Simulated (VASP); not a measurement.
A run of VASP 6.6.1 is set up as follows.

File INCAR:

```
SYSTEM = H
PREC     = Accurate       ! precision mode
ENCUT    = 600            ! plane-wave cutoff, eV
EDIFF    = 1E-6           ! SCF threshold, eV
ISMEAR   = 0              ! smearing method
SIGMA    = 0.1            ! smearing width, eV
LREAL    = .FALSE.        ! projectors in reciprocal space
LASPH    = .TRUE.         ! aspherical terms in the spheres
NELM     = 100            ! most SCF steps
ALGO     = Normal         ! electronic algorithm
ISIF     = 3              ! what is computed and relaxed
LWAVE    = .FALSE.        ! write WAVECAR
LCHARG   = .FALSE.        ! write CHGCAR
GGA      = PE             ! functional
IBRION   = 2              ! ionic algorithm
NSW      = 90             ! ionic steps
EDIFFG   = -0.025         ! ionic threshold
```

KPOINTS

```
Automatic mesh
0
G
  26 26 26
  0 0 0
```

File POSCAR:

```
H
1.0
    0.0000000000      1.1417338486      1.1417338486
    1.1417338486      0.0000000000      1.1417338486
    1.1417338486      1.1417338486      0.0000000000
H
1
Direct
    0.5000000000      0.5000000000      0.5000000000
```

Potentials or basis: VASP PAW PBE potentials, release 64 (H).

Command:

```sh
$ cat potpaw_PBE.64/H/POTCAR > POTCAR
$ mpirun -np 1 vasp_std > vasp.out
```

**Question.** What does it give for the band gap on the k mesh?

**Answer.** Zero (an odd number of electrons rules out a gap without spin polarisation).

Final structure:
```
H
1.0
     0.00000    1.14173    1.14173
     1.14173    0.00000    1.14173
     1.14173    1.14173    0.00000
H
1
Direct
  0.50000 0.50000 0.50000
```

Caveat: the cell differs from its parent crystal (atoms taken out); the atoms stand far beyond bonding distance, and open shells without spin polarisation read as a metal.
